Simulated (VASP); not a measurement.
# Cs2Pb2Br5 (a cell with a defect) in VASP: single point with PBEsol

Aim: the single point of Cs2Pb2Br5 (a cell with a defect) with PBEsol.

All numbers are computed with VASP 6.6.1; they aren't measurements. Logs are shortened: lines on timing, memory, paths and dates and some standing lists are left out, and cuts for length are marked.

### Step 1. The cell of the first run

The cell holds a defect, 9 atoms: a = 5.649 Å, b = 5.649 Å, c = 11.299 Å, α = 90.00°, β = 90.00°, γ = 90.00°.

### Step 2. Single point, PBEsol

Input file INCAR:

```
SYSTEM = Cs2Pb2Br5
  PREC = Accurate
  ENCUT = 520
  EDIFF = 1E-6
  ISMEAR = -1
  SIGMA = 0.05
  LREAL = .False.
  LASPH = .True.
  NELM = 60
  ALGO = Normal
  ISIF = 2
  LWAVE = .False.
  LCHARG = .False.
  GGA = PS
  NBANDS = 50
```

Input file KPOINTS:

```
regular mesh
0
Gamma
  3 3 2
  0 0 0
```

Input file POSCAR:

```
Cs2Pb2Br5
1.0
    5.6493560000      0.0000000000      0.0000000000
    0.0000000000      5.6493560000      0.0000000000
    0.0000000000      0.0000000000     11.2987120000
Pb Cs Br
2 2 5
Direct
    0.5008089418      0.5088135710      0.2495795981
    0.5006986637      0.3858990299      0.7495896877
    0.0009553301     -0.0022393703      0.0038031769
    0.0006954775     -0.0034956197      0.4956062249
    0.0008199165      0.4997624508      0.2493983385
    0.5009158566      0.0096280001      0.2496407555
    0.5006827327      0.5711824498     -0.0099482136
    0.0006715810      0.4727255638      0.7494454235
    0.5006783074      0.5711429763      0.5090898856
```

Potentials or basis: VASP PAW PBE potentials, release 64 (Pb_d, Cs_sv, Br).

Command:

```console
$ cat potpaw_PBE.64/Pb_d/POTCAR potpaw_PBE.64/Cs_sv/POTCAR potpaw_PBE.64/Br/POTCAR > POTCAR
$ mpirun -np 1 vasp_std > vasp.out
```

OUTCAR:

```text
SYSTEM = Cs2Pb2Br5
   PREC = Accurate
   ENCUT = 520
   EDIFF = 1E-6
   ISMEAR = -1
   LREAL = .False.
   LASPH = .True.
   NELM = 60
   ISIF = 2
   GGA = PS

 ion  position               nearest neighbor table
   1  0.501  0.509  0.250-   6 2.82   5 2.83   5 2.83   6 2.83   9 2.95   7 2.95
   2  0.501  0.386  0.750-   8 2.87   8 2.87   7 2.91   9 2.91
   3  0.001  0.998  0.004-
   4  0.001  0.997  0.496-
   5  0.001  0.500  0.249-   1 2.83   1 2.83
   6  0.501  0.010  0.250-   1 2.82   1 2.83
   7  0.501  0.571  0.990-   2 2.91   1 2.95
   8  0.001  0.473  0.749-   2 2.87   2 2.87
   9  0.501  0.571  0.509-   2 2.91   1 2.95

  LATTYP: Found a simple tetragonal cell.
 ALAT       =     5.6493560000
 C/A-ratio  =     2.0000000000

  Lattice vectors:

 A1 = (   5.6493560000,   0.0000000000,   0.0000000000)
 A2 = (   0.0000000000,   5.6493560000,   0.0000000000)
 A3 = (   0.0000000000,   0.0000000000,  11.2987120000)

Analysis of symmetry for initial positions (statically):
=====================================================================
 Subroutine PRICEL returns:
 Original cell was already a primitive cell.

 Routine SETGRP: Setting up the symmetry group for a
 simple tetragonal supercell.

 Subroutine GETGRP returns: Found  1 space group operations
 (whereof  1 operations were pure point group operations)
 out of a pool of 16 trial point group operations.

The static configuration has the point symmetry C_1 .

Analysis of symmetry for dynamics (positions and initial velocities):
=====================================================================
 Subroutine PRICEL returns:
 Original cell was already a primitive cell.

 Routine SETGRP: Setting up the symmetry group for a
 simple tetragonal supercell.

 Subroutine GETGRP returns: Found  1 space group operations
 (whereof  1 operations were pure point group operations)
 out of a pool of 16 trial point group operations.

The dynamic configuration has the point symmetry C_1 .

 Subroutine INISYM returns: Found  1 space group operations
 (whereof  1 operations are pure point group operations),
 and found     1 'primitive' translations

----------------------------------------------------------------------------------------

                                     Primitive cell

  volume of cell :     360.6009

  direct lattice vectors                    reciprocal lattice vectors
     5.649356000  0.000000000  0.000000000     0.177011327  0.000000000  0.000000000
     0.000000000  5.649356000  0.000000000     0.000000000  0.177011327  0.000000000
     0.000000000  0.000000000 11.298712000     0.000000000  0.000000000  0.088505663

  length of vectors
     5.649356000  5.649356000 11.298712000     0.177011327  0.177011327  0.088505663

  position of ions in fractional coordinates (direct lattice)
     0.500808942  0.508813571  0.249579598
     0.500698664  0.385899030  0.749589688
     0.000955330  0.997760630  0.003803177
     0.000695478  0.996504380  0.495606225
     0.000819916  0.499762451  0.249398339
     0.500915857  0.009628000  0.249640756
     0.500682733  0.571182450  0.990051786
     0.000671581  0.472725564  0.749445423
     0.500678307  0.571142976  0.509089886

  ion indices of the primitive-cell ions
   primitive index   ion index
                 1           1
                 2           2
                 3           3
                 4           4
                 5           5
                 6           6
                 7           7
                 8           8
                 9           9

----------------------------------------------------------------------------------------

 KPOINTS: regular mesh

Automatic generation of k-mesh.
 Grid dimensions read from file:
 generate k-points for:    3    3    2

 Generating k-lattice:

  Cartesian coordinates                     Fractional coordinates (reciprocal lattice)
     0.059003776  0.000000000  0.000000000     0.333333333  0.000000000  0.000000000
     0.000000000  0.059003776  0.000000000     0.000000000  0.333333333  0.000000000
     0.000000000  0.000000000  0.044252832     0.000000000  0.000000000  0.500000000

  Length of vectors
     0.059003776  0.059003776  0.044252832

  Shift w.r.t. Gamma in fractional coordinates (k-lattice)
     0.000000000  0.000000000  0.000000000

 Subroutine IBZKPT returns following result:
 ===========================================

 Found     10 irreducible k-points:

 Following reciprocal coordinates:
            Coordinates               Weight
  0.000000  0.000000  0.000000      1.000000
  0.333333  0.000000  0.000000      2.000000
  0.000000  0.333333  0.000000      2.000000
  0.333333  0.333333  0.000000      2.000000
 -0.333333  0.333333  0.000000      2.000000
  0.000000  0.000000  0.500000      1.000000
  0.333333  0.000000  0.500000      2.000000
  0.000000  0.333333  0.500000      2.000000
  0.333333  0.333333  0.500000      2.000000
 -0.333333  0.333333  0.500000      2.000000
   k-points           NKPTS =     10   k-points in BZ     NKDIM =     10   number of bands    NBANDS=     50
   number of dos      NEDOS =    301   number of ions     NIONS =      9
   total plane-waves  NPLWV = 148176
   dimension x,y,z NGX =    42 NGY =   42 NGZ =   84
   dimension x,y,z NGXF=    84 NGYF=   84 NGZF=  168
   ions per type =               2   2   5
   NGX,Y,Z   is equivalent  to a cutoff of  12.36, 12.36, 12.36 a.u.
   NGXF,Y,Z  is equivalent  to a cutoff of  24.72, 24.72, 24.72 a.u.
 SYSTEM =  Cs2Pb2Br5
   PREC   = accura    normal or accurate (medium, high low for compatibility)
   ISTART =      0    job   : 0-new  1-cont  2-samecut
   ICHARG =      2    charge: 1-file 2-atom 10-const
   ISPIN  =      1    spin polarized calculation?
   LNONCOLLINEAR =      F non collinear calculations
   LSORBIT =      F    spin-orbit coupling
   LASPH  =      T    aspherical Exc in radial PAW
   ENCUT  =  520.0 eV  38.22 Ry    6.18 a.u.  10.50 10.50 21.01*2*pi/ulx,y,z
   NELM   =     60;   NELMIN=  2; NELMDL= -5     # of ELM steps
   EDIFF  = 0.1E-05   stopping-criterion for ELM
   LREAL  =      F    real-space projection
   EDIFFG = 0.1E-04   stopping-criterion for IOM
   NSW    =      0    number of steps for IOM
   IBRION =     -1    ionic relax: 0-MD 1-quasi-New 2-CG
   NFREE  =      0    steps in history (QN), initial steepest desc. (CG)
   ISIF   =      2    stress and relaxation
   ISYM   =      2    0-nonsym 1-usesym 2-fastsym
   POTIM  = 0.5000    time-step for ionic-motion
   TEBEG  =    0.0;   TEEND  =   0.0 temperature during run
   PSTRESS=    0.0 pullay stress
   NELECT =      81.0000    total number of electrons
   NUPDOWN=      -1.0000    fix difference up-down
   EMIN   =  10.00;   EMAX   =-10.00  energy-range for DOS
   EFERMI =   0.00;   METHOD = LEGACY
   ISMEAR =    -1;   SIGMA  =   0.05  broadening in eV -4-tet -1-fermi 0-gaus
   EFERMI_NEDOS =   21; number of points for ismear=-14 and -15
   IALGO  =     38    algorithm
   IMIX   =      4    mixing-type and parameters
     AMIX     =   0.40;   BMIX     =  1.00
     AMIX_MAG =   1.60;   BMIX_MAG =  1.00
  volume/ion in A,a.u.               =      40.07       270.38
  Fermi-wavevector in a.u.,A,eV,Ry     =   0.995163  1.880585 13.474522  0.990349
  Thomas-Fermi vector in A             =   2.127164
   LORBIT       =      0    0 simple, 1 ext, 2 COOP (PROOUT), +10 PAW based schemes
   GGA     = PS    functional components
   LHFCALC =     F    Hartree Fock is set to
   AEXX    =    0.0000 exact exchange contribution
   IVDW    =     0    specifies the selected vdW correction
   LEPSILON=     F    determine dielectric tensor
   LRPA    =     F    only Hartree local field effects (RPA)
 non-spin polarized calculation
  energy-cutoff  :      520.00
  volume of cell :      360.60
 maximum number of plane-waves:      9863
 NGX is ok and might be reduce to    42
   NGX = 21   NGY = 21   NGZ = 43

 number of electron      80.9999999 magnetization

 Free energy of the ion-electron system (eV)
  ---------------------------------------------------
  ext. energy  EPLUGINS =         0.00000000
  ---------------------------------------------------
  free energy    TOTEN  =       -29.09477813 eV

  energy without entropy =      -29.06803487  energy(sigma->0) =      -29.08140650

 E-fermi :   3.0797     XC(G=0):  -7.9319

 val. band max:        3.0495231887   @ k =  -0.3333   0.3333   0.0000
 cond. band min:       3.1166660598   @ k =   0.3333   0.0000   0.5000
 fundamental gap:      0.0671428711
 Fermi energy:         3.0797471529

 k-point     1 :       0.0000    0.0000    0.0000
  band No.  band energies     occupation
      1     -19.9927      2.00000
      2     -19.9903      2.00000
      3     -15.3292      2.00000
      4     -15.1830      2.00000
      5     -14.9864      2.00000
      6     -14.9780      2.00000
[... 42 lines left out ...]
     49       6.1803      0.00000
     50       6.2554      0.00000

 k-point     2 :       0.3333    0.0000    0.0000
  band No.  band energies     occupation
      1     -19.9908      2.00000
      2     -19.9887      2.00000
      3     -15.2789      2.00000
      4     -15.1207      2.00000
      5     -14.9882      2.00000
      6     -14.9780      2.00000
[... 42 lines left out ...]
     49       6.2149      0.00000
     50       6.3305      0.00000

 k-point     3 :       0.0000    0.3333    0.0000
  band No.  band energies     occupation
      1     -19.9909      2.00000
      2     -19.9889      2.00000
      3     -15.2760      2.00000
      4     -15.1216      2.00000
      5     -14.9881      2.00000
      6     -14.9797      2.00000
[... 42 lines left out ...]
     49       6.6045      0.00000
     50       6.6393      0.00000

 k-point     4 :       0.3333    0.3333    0.0000
  band No.  band energies     occupation
      1     -19.9893      2.00000
      2     -19.9874      2.00000
      3     -15.1676      2.00000
      4     -15.1097      2.00000
      5     -14.9898      2.00000
      6     -14.9797      2.00000
[... 42 lines left out ...]
     49       6.3542      0.00000
     50       6.8244      0.00000

 k-point     5 :      -0.3333    0.3333    0.0000
  band No.  band energies     occupation
      1     -19.9893      2.00000
      2     -19.9874      2.00000
      3     -15.1676      2.00000
      4     -15.1097      2.00000
      5     -14.9898      2.00000
      6     -14.9797      2.00000
[... 42 lines left out ...]
     49       6.3538      0.00000
     50       6.8015      0.00000

 k-point     6 :       0.0000    0.0000    0.5000
  band No.  band energies     occupation
      1     -19.9920      2.00000
      2     -19.9909      2.00000
      3     -15.3292      2.00000
      4     -15.1812      2.00000
      5     -14.9864      2.00000
      6     -14.9783      2.00000
[... 42 lines left out ...]
     49       6.0766      0.00000
     50       6.2397      0.00000

 k-point     7 :       0.3333    0.0000    0.5000
  band No.  band energies     occupation
      1     -19.9902      2.00000
      2     -19.9892      2.00000
      3     -15.2788      2.00000
      4     -15.1183      2.00000
      5     -14.9882      2.00000
      6     -14.9782      2.00000
[... 42 lines left out ...]
     49       6.3528      0.00000
     50       6.3794      0.00000

 k-point     8 :       0.0000    0.3333    0.5000
  band No.  band energies     occupation
      1     -19.9904      2.00000
      2     -19.9894      2.00000
      3     -15.2759      2.00000
      4     -15.1191      2.00000
      5     -14.9881      2.00000
      6     -14.9800      2.00000
[... 42 lines left out ...]
     49       6.5264      0.00000
     50       6.5800      0.00000

 k-point     9 :       0.3333    0.3333    0.5000
  band No.  band energies     occupation
      1     -19.9889      2.00000
      2     -19.9879      2.00000
      3     -15.1676      2.00000
      4     -15.1067      2.00000
      5     -14.9898      2.00000
      6     -14.9799      2.00000
[... 42 lines left out ...]
     49       6.5904      0.00000
     50       6.5922      0.00000

 k-point    10 :      -0.3333    0.3333    0.5000
  band No.  band energies     occupation
      1     -19.9889      2.00000
      2     -19.9879      2.00000
      3     -15.1676      2.00000
      4     -15.1067      2.00000
      5     -14.9898      2.00000
      6     -14.9799      2.00000
[... 42 lines left out ...]
     49       6.5918      0.00000
     50       6.6275      0.00000

------------------------ aborting loop because EDIFF is reached ----------------------------------------

  FORCE on cell =-STRESS in cart. coord.  units (eV):
  Direction    XX          YY          ZZ          XY          YZ          ZX
  --------------------------------------------------------------------------------------
  -------------------------------------------------------------------------------------
  Total        5.7033217      1.2935281      2.0966952     -0.0009469      0.0017441      0.0003052
  in kB       25.3402928      5.7472440      9.3157763     -0.0042070      0.0077490      0.0013559
  external PRESSURE =      13.4677710 kB  Pullay stress =       0.0000000 kB

 VOLUME and BASIS-vectors are now :
 -----------------------------------------------------------------------------
  energy-cutoff  :      520.00
  volume of cell :      360.60
      direct lattice vectors                 reciprocal lattice vectors
     5.649356000  0.000000000  0.000000000     0.177011327  0.000000000  0.000000000
     0.000000000  5.649356000  0.000000000     0.000000000  0.177011327  0.000000000
     0.000000000  0.000000000 11.298712000     0.000000000  0.000000000  0.088505663

 POSITION                                       TOTAL-FORCE (eV/Angst)
 -----------------------------------------------------------------------------------
      2.82925      2.87447      2.81993        -0.000004      0.000555     -0.000070
      2.82862      2.18008      8.46940        -0.000645     -0.003331     -0.000178
      0.00540      5.63670      0.04297        -0.000659      0.002443     -0.000198
      0.00393      5.62961      5.59971         0.000065      0.004420     -0.000018
      0.00463      2.82334      2.81788        -0.000112     -0.001324      0.000568
      2.82985      0.05439      2.82062        -0.000074     -0.000616     -0.000239
      2.82854      3.22681     11.18631         0.000532     -0.000312      0.002927
      0.00379      2.67060      8.46777         0.000725     -0.000327      0.000365
      2.82851      3.22659      5.75206         0.000172     -0.001507     -0.003157
 -----------------------------------------------------------------------------------
    total drift:                               -0.000370      0.001024      0.000248

  FREE ENERGIE OF THE ION-ELECTRON SYSTEM (eV)
  ---------------------------------------------------
  free  energy   TOTEN  =       -29.0947781335 eV

  energy  without entropy=      -29.0680348743  energy(sigma->0) =      -29.08140650
```

Wall time 2.3 min (1 thread of Intel Xeon Platinum 8488C (Sapphire Rapids), shared host); peak memory 0.45 GiB.

What came out:

| Quantity | Value |
| --- | --- |
| Free energy | -29.0948 eV |
| Pressure | 1.3 GPa |
| Largest force | 0.004 eV/Å |

Forces on the atoms (eV/Å):
```
Pb   0.000  0.001  0.000
Pb  -0.001 -0.003  0.000
Cs  -0.001  0.002  0.000
Cs   0.000  0.004  0.000
Br   0.000 -0.001  0.001
Br   0.000 -0.001  0.000
Br   0.001  0.000  0.003
Br   0.001  0.000  0.000
Br   0.000 -0.002 -0.003
```

Caveat: the k points lie up to 0.37 Å⁻¹ apart; the PAW data sets were made with another functional, which shifts forces and pressure a little; spin-orbit coupling is left out, which moves the levels of the heavy elements; an odd number of electrons without spin polarisation forces a metal; a magnetic or distorted state may lie lower.
